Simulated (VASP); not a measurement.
WF2: single point with PBE

Crystal: WF2.

```xyz
6
Lattice="5.8785 0.0000 0.0000 0.0000 5.8785 0.0000 0.0000 0.0000 2.4770" Properties=species:S:1:pos:R:3 pbc="T T T"
W     0.0000    0.0000    0.0000
W     2.9393    2.9393    1.2385
F     1.4482    1.4482    0.0000
F     4.4304    4.4304    0.0000
F     4.3874    1.4911    1.2385
F     1.4911    4.3874    1.2385
```

```
Program             : VASP 6.6.1
Task                : single point
Functional          : PBE
Potentials or basis : VASP PAW PBE potentials, release 64 (W_sv, F)
Cutoff              : 520 eV
k mesh              : 6 × 6 × 14
Occupations         : gaussian, width 0.1 eV
Spin                : collinear spin
Starting moments    : [0.99, 0.99, 0.08, 0.08, 0.08, 0.08] μB
Fixed moment        : 4 μB
```

```yaml
Pressure: 7.5 GPa
Largest_force: 0.744 eV/Å
Net_moment: 4.00 μB per cell
Site_moments: W +1.56; F +0.06 μB
Valence_electrons_inside_the_program's_atomic_spheres: W 11.94; F 6.08
```

Forces in eV/Å, atoms in the order of the input:
```
W    0.000  0.000  0.000
W    0.000  0.000  0.000
F    0.526  0.526  0.000
F   -0.526 -0.526  0.000
F    0.526 -0.526  0.000
F   -0.526  0.526  0.000
```

Stress tensor (GPa, compression positive):
```
 0.58  0.00  0.00
 0.00  0.58  0.00
 0.00  0.00 21.21
```

Wall time 6 min on 1 thread of Oxide Virtual Turin-like Processor (shared host), peak memory 0.46 GiB.

Caveat: the moment is held away from its start; the stress differs along the axes, from 1 to 21 GPa; the total moment is fixed, so each spin has its own Fermi level and the state may be an excited one.
